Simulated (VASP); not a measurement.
Cl, 20 atoms in the cell. The cell holds a disordered packing, 20 atoms: a = 8.434 Å, b = 8.434 Å, c = 8.434 Å, α = 90.00°, β = 90.00°, γ = 90.00°. 

```yaml
Program: VASP 6.6.1
Task: single point
Functional: PBE
Potentials_or_basis: VASP PAW PBE potentials, release 64 (Cl)
Cutoff: 520 eV
k_mesh: 1 × 1 × 1
Occupations: fermi-dirac, width 0.05 eV
Spin: no spin polarisation
Dipole_correction: no
Further_INCAR_settings: LREAL = Auto; ALGO = Normal; EDIFF = 1e-06; NBANDS = 86
```

Potentials or basis: VASP PAW PBE potentials, release 64 (Cl).

Launch:

```bash
$ cat potpaw_PBE.64/Cl/POTCAR > POTCAR
$ mpirun -np 1 vasp_gam > vasp.out
```

Hardware: 1 thread of Intel(R) Xeon(R) Platinum 8375C CPU @ 2.90GHz (Ice Lake) (shared host).

Task: Estimate the wall time of this run.

Result: It took 86 s on 1 thread of Intel(R) Xeon(R) Platinum 8375C CPU @ 2.90GHz (Ice Lake), with other jobs on the host, peak memory 0.51 GiB. Counts: scf iterations 16, k points 1.
